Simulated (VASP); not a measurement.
# K (Im-3m) in VASP: single point with PBEsol

Aim: the single point of K with PBEsol.

Everything below comes from runs of VASP 6.6.1. Logs are shortened: lines on timing, memory, paths and dates and some standing lists are left out, and cuts for length are marked.

## 1. The cell of the first run

The structure is cubic, space group Im-3m (No. 229). The conventional cell has a = 5.215 Å, b = 5.215 Å, c = 5.215 Å, α = 90.00°, β = 90.00°, γ = 90.00°.

## 2. Single point, PBEsol

INCAR

```
  PREC = Accurate
  ENCUT = 500
  EDIFF = 1E-6
  ISMEAR = 0
  SIGMA = 0.1
  LREAL = False
  LASPH = True
  NELM = 120
  ALGO = Normal
  ISIF = 2
  LWAVE = False
  LCHARG = False
  GGA = PS
  NBANDS = 10
  GGA_COMPAT = False
```

KPOINTS

```
regular mesh
0
Gamma
  12 12 12
```

POSCAR

```
K
1.0
   -2.6076631476      2.6076631476      2.6076631476
    2.6076631476     -2.6076631476      2.6076631476
    2.6076631476      2.6076631476     -2.6076631476
K
1
Direct
    0.0000000000      0.0000000000      0.0000000000
```

Potentials or basis: VASP PAW PBE potentials, release 64 (K_sv).

Started as:

```bash
cat potpaw_PBE.64/K_sv/POTCAR > POTCAR
mpirun -np 1 vasp_std > vasp.out
```

OUTCAR:

```text
PREC = Accurate
   ENCUT = 500
   EDIFF = 1E-6
   ISMEAR = 0
   LREAL = False
   LASPH = True
   NELM = 120
   ISIF = 2
   GGA = PS

 ion  position               nearest neighbor table
   1  0.000  0.000  0.000-

  LATTYP: Found a body centered cubic cell.
 ALAT       =     5.2153262952

  Lattice vectors:

 A1 = (  -2.6076631476,   2.6076631476,   2.6076631476)
 A2 = (   2.6076631476,  -2.6076631476,   2.6076631476)
 A3 = (   2.6076631476,   2.6076631476,  -2.6076631476)

Analysis of symmetry for initial positions (statically):
=====================================================================
 Subroutine PRICEL returns:
 Original cell was already a primitive cell.

 Routine SETGRP: Setting up the symmetry group for a
 body centered cubic supercell.

 Subroutine GETGRP returns: Found 48 space group operations
 (whereof 48 operations were pure point group operations)
 out of a pool of 48 trial point group operations.

The static configuration has the point symmetry O_h .

Analysis of symmetry for dynamics (positions and initial velocities):
=====================================================================
 Subroutine PRICEL returns:
 Original cell was already a primitive cell.

 Routine SETGRP: Setting up the symmetry group for a
 body centered cubic supercell.

 Subroutine GETGRP returns: Found 48 space group operations
 (whereof 48 operations were pure point group operations)
 out of a pool of 48 trial point group operations.

The dynamic configuration has the point symmetry O_h .

 Subroutine INISYM returns: Found 48 space group operations
 (whereof 48 operations are pure point group operations),
 and found     1 'primitive' translations

----------------------------------------------------------------------------------------

                                     Primitive cell

  volume of cell :      70.9275

  direct lattice vectors                    reciprocal lattice vectors
    -2.607663148  2.607663148  2.607663148     0.000000000  0.191742557  0.191742557
     2.607663148 -2.607663148  2.607663148     0.191742557  0.000000000  0.191742557
     2.607663148  2.607663148 -2.607663148     0.191742557  0.191742557  0.000000000

  length of vectors
     4.516605061  4.516605061  4.516605061     0.271164925  0.271164925  0.271164925

  position of ions in fractional coordinates (direct lattice)
     0.000000000  0.000000000  0.000000000

  ion indices of the primitive-cell ions
   primitive index   ion index
                 1           1

----------------------------------------------------------------------------------------

 KPOINTS: regular mesh

Automatic generation of k-mesh.
 Grid dimensions read from file:
 generate k-points for:   12   12   12

 Generating k-lattice:

  Cartesian coordinates                     Fractional coordinates (reciprocal lattice)
     0.000000000  0.015978546  0.015978546     0.083333333  0.000000000  0.000000000
     0.015978546  0.000000000  0.015978546     0.000000000  0.083333333  0.000000000
     0.015978546  0.015978546  0.000000000     0.000000000  0.000000000  0.083333333

  Length of vectors
     0.022597077  0.022597077  0.022597077

  Shift w.r.t. Gamma in fractional coordinates (k-lattice)
     0.000000000  0.000000000  0.000000000

 Subroutine IBZKPT returns following result:
 ===========================================

 Found     72 irreducible k-points:

 Following reciprocal coordinates:
            Coordinates               Weight
  0.000000  0.000000  0.000000      1.000000
  0.083333  0.000000  0.000000     12.000000
  0.166667  0.000000  0.000000     12.000000
  0.250000  0.000000  0.000000     12.000000
  0.333333  0.000000  0.000000     12.000000
  0.416667  0.000000  0.000000     12.000000
[... 16 lines left out ...]
  0.333333  0.083333  0.083333     24.000000
  0.416667  0.083333  0.083333     12.000000
 [... further k-points ...]
   k-points           NKPTS =     72   k-points in BZ     NKDIM =     72   number of bands    NBANDS=     10
   number of dos      NEDOS =    301   number of ions     NIONS =      1
   total plane-waves  NPLWV =  46656
   dimension x,y,z NGX =    36 NGY =   36 NGZ =   36
   dimension x,y,z NGXF=    72 NGYF=   72 NGZF=   72
   ions per type =               1
   NGX,Y,Z   is equivalent  to a cutoff of  13.25, 13.25, 13.25 a.u.
   NGXF,Y,Z  is equivalent  to a cutoff of  26.50, 26.50, 26.50 a.u.
 SYSTEM =  unknown system
   PREC   = accura    normal or accurate (medium, high low for compatibility)
   ISTART =      0    job   : 0-new  1-cont  2-samecut
   ICHARG =      2    charge: 1-file 2-atom 10-const
   ISPIN  =      1    spin polarized calculation?
   LNONCOLLINEAR =      F non collinear calculations
   LSORBIT =      F    spin-orbit coupling
   LASPH  =      T    aspherical Exc in radial PAW
   ENCUT  =  500.0 eV  36.75 Ry    6.06 a.u.   8.23  8.23  8.23*2*pi/ulx,y,z
   NELM   =    120;   NELMIN=  2; NELMDL= -5     # of ELM steps
   EDIFF  = 0.1E-05   stopping-criterion for ELM
   LREAL  =      F    real-space projection
   EDIFFG = 0.1E-04   stopping-criterion for IOM
   NSW    =      0    number of steps for IOM
   IBRION =     -1    ionic relax: 0-MD 1-quasi-New 2-CG
   NFREE  =      0    steps in history (QN), initial steepest desc. (CG)
   ISIF   =      2    stress and relaxation
   ISYM   =      2    0-nonsym 1-usesym 2-fastsym
   POTIM  = 0.5000    time-step for ionic-motion
   TEBEG  =    0.0;   TEEND  =   0.0 temperature during run
   PSTRESS=    0.0 pullay stress
   NELECT =       9.0000    total number of electrons
   NUPDOWN=      -1.0000    fix difference up-down
   EMIN   =  10.00;   EMAX   =-10.00  energy-range for DOS
   EFERMI =   0.00;   METHOD = LEGACY
   ISMEAR =     0;   SIGMA  =   0.10  broadening in eV -4-tet -1-fermi 0-gaus
   EFERMI_NEDOS =   21; number of points for ismear=-14 and -15
   IALGO  =     38    algorithm
   IMIX   =      4    mixing-type and parameters
     AMIX     =   0.40;   BMIX     =  1.00
     AMIX_MAG =   1.60;   BMIX_MAG =  1.00
  volume/ion in A,a.u.               =      70.93       478.64
  Fermi-wavevector in a.u.,A,eV,Ry     =   0.822655  1.554592  9.207886  0.676761
  Thomas-Fermi vector in A             =   1.934028
   LORBIT       =      0    0 simple, 1 ext, 2 COOP (PROOUT), +10 PAW based schemes
   GGA     = PS    functional components
   LHFCALC =     F    Hartree Fock is set to
   AEXX    =    0.0000 exact exchange contribution
   IVDW    =     0    specifies the selected vdW correction
   LEPSILON=     F    determine dielectric tensor
   LRPA    =     F    only Hartree local field effects (RPA)
 non-spin polarized calculation
 Gauss-broadening in eV      SIGMA  =   0.10
  energy-cutoff  :      500.00
  volume of cell :       70.93
 maximum number of plane-waves:      1865
 NGX is ok and might be reduce to    36
   NGX = 17   NGY = 17   NGZ = 17

 number of electron       9.0000000 magnetization

 Free energy of the ion-electron system (eV)
  ---------------------------------------------------
  ext. energy  EPLUGINS =         0.00000000
  ---------------------------------------------------
  free energy    TOTEN  =        -1.13435526 eV

  energy without entropy =       -1.12950084  energy(sigma->0) =       -1.13192805

 E-fermi :  -0.1024     XC(G=0):  -5.7875

 val. band max:       -0.1232766211   @ k =   0.2500   0.2500   0.0000
 cond. band min:      -0.0568572131   @ k =   0.3333   0.1667   0.0000
 fundamental gap:      0.0664194079
 Fermi energy:        -0.1024313158

 k-point     1 :       0.0000    0.0000    0.0000
  band No.  band energies     occupation
      1     -32.0590      2.00000
      2     -15.5660      2.00000
      3     -15.5660      2.00000
      4     -15.5660      2.00000
      5      -2.2991      2.00000
      6       4.2424      0.00000
      7       4.2424      0.00000
      8       4.2424      0.00000
      9       5.1860      0.00000
     10       5.1860      0.00000

 k-point     2 :       0.0833    0.0000    0.0000
  band No.  band energies     occupation
      1     -32.0587      2.00000
      2     -15.5713      2.00000
      3     -15.5678      2.00000
      4     -15.5660      2.00000
      5      -2.2101      2.00000
      6       4.1115      0.00000
      7       4.1263      0.00000
      8       4.3145      0.00000
      9       5.0239      0.00000
     10       5.1627      0.00000

 k-point     3 :       0.1667    0.0000    0.0000
  band No.  band energies     occupation
      1     -32.0578      2.00000
      2     -15.5858      2.00000
      3     -15.5726      2.00000
      4     -15.5660      2.00000
      5      -1.9471      2.00000
      6       3.6048      0.00000
      7       3.8549      0.00000
      8       4.5288      0.00000
      9       4.9327      0.00000
     10       5.1270      0.00000

 k-point     4 :       0.2500    0.0000    0.0000
  band No.  band energies     occupation
      1     -32.0565      2.00000
      2     -15.6054      2.00000
      3     -15.5791      2.00000
      4     -15.5660      2.00000
      5      -1.5227      2.00000
      6       2.8720      0.00000
      7       3.5541      0.00000
      8       4.8788      0.00000
      9       5.0017      0.00000
     10       5.1412      0.00000
[... 222 lines left out ...]
 k-point    22 :       0.2500    0.0833    0.0833
  band No.  band energies     occupation
      1     -32.0551      2.00000
      2     -15.6256      2.00000
      3     -15.5855      2.00000
      4     -15.5706      2.00000
      5      -0.7980      2.00000
      6       2.1327      0.00000
      7       2.8964      0.00000
      8       4.9247      0.00000
      9       5.3312      0.00000
     10       5.4540      0.00000

 k-point    23 :       0.3333    0.0833    0.0833
  band No.  band energies     occupation
      1     -32.0543      2.00000
      2     -15.6352      2.00000
      3     -15.5925      2.00000
      4     -15.5708      2.00000
      5      -0.1299      1.30273
      6       1.3871      0.00000
      7       2.7477      0.00000
      8       4.7331      0.00000
      9       5.5995      0.00000
     10       5.6297      0.00000

 k-point    24 :       0.4167    0.0833    0.0833
  band No.  band energies     occupation
      1     -32.0540      2.00000
      2     -15.6386      2.00000
      3     -15.5951      2.00000
      4     -15.5709      2.00000
      5       0.5330      0.00000
      6       0.7001      0.00000
      7       2.6976      0.00000
      8       4.6254      0.00000
      9       5.7379      0.00000
     10       5.7476      0.00000

 [... further k-points ...]

------------------------ aborting loop because EDIFF is reached ----------------------------------------

  FORCE on cell =-STRESS in cart. coord.  units (eV):
  Direction    XX          YY          ZZ          XY          YZ          ZX
  --------------------------------------------------------------------------------------
  -------------------------------------------------------------------------------------
  Total       -0.0046690     -0.0046690     -0.0046690     -0.0000000      0.0000000     -0.0000000
  in kB       -0.1054689     -0.1054689     -0.1054689     -0.0000000      0.0000000     -0.0000000
  external PRESSURE =      -0.1054689 kB  Pullay stress =       0.0000000 kB

 VOLUME and BASIS-vectors are now :
 -----------------------------------------------------------------------------
  energy-cutoff  :      500.00
  volume of cell :       70.93
      direct lattice vectors                 reciprocal lattice vectors
    -2.607663148  2.607663148  2.607663148     0.000000000  0.191742557  0.191742557
     2.607663148 -2.607663148  2.607663148     0.191742557  0.000000000  0.191742557
     2.607663148  2.607663148 -2.607663148     0.191742557  0.191742557  0.000000000

 POSITION                                       TOTAL-FORCE (eV/Angst)
 -----------------------------------------------------------------------------------
      0.00000      0.00000      0.00000        -0.000000      0.000000     -0.000000
 -----------------------------------------------------------------------------------
    total drift:                               -0.000000      0.000000      0.000000

  FREE ENERGIE OF THE ION-ELECTRON SYSTEM (eV)
  ---------------------------------------------------
  free  energy   TOTEN  =        -1.1343552567 eV

  energy  without entropy=       -1.1295008431  energy(sigma->0) =       -1.13192805
```

Wall time 22 s (1 thread of Intel Xeon Platinum 8488C (Sapphire Rapids), shared host); peak memory 0.21 GiB.

Results:

```
Free energy            : -1.1344 eV
Pressure               : 0.0 GPa
Band gap on the k mesh : zero (an odd number of electrons rules out a gap without spin polarisation)
```

Levels at points of the mesh, in eV from the Fermi level:
```tsv
k point	band 2	band 3	band 4	band 5	band 6	band 7
(0.00, 0.00, 0.00)	-15.46	-15.46	-15.46	-2.20	4.34	4.34
(0.50, 0.00, 0.00)	-15.54	-15.49	-15.46	0.46	0.72	3.19
(0.50, 0.50, 0.50)	-15.52	-15.52	-15.52	1.67	1.67	3.58
```

Caveat: the PAW data sets were made with another functional, which shifts forces and pressure a little.

The gap in the log of VASP goes by the Fermi energy; the results here count the filled bands.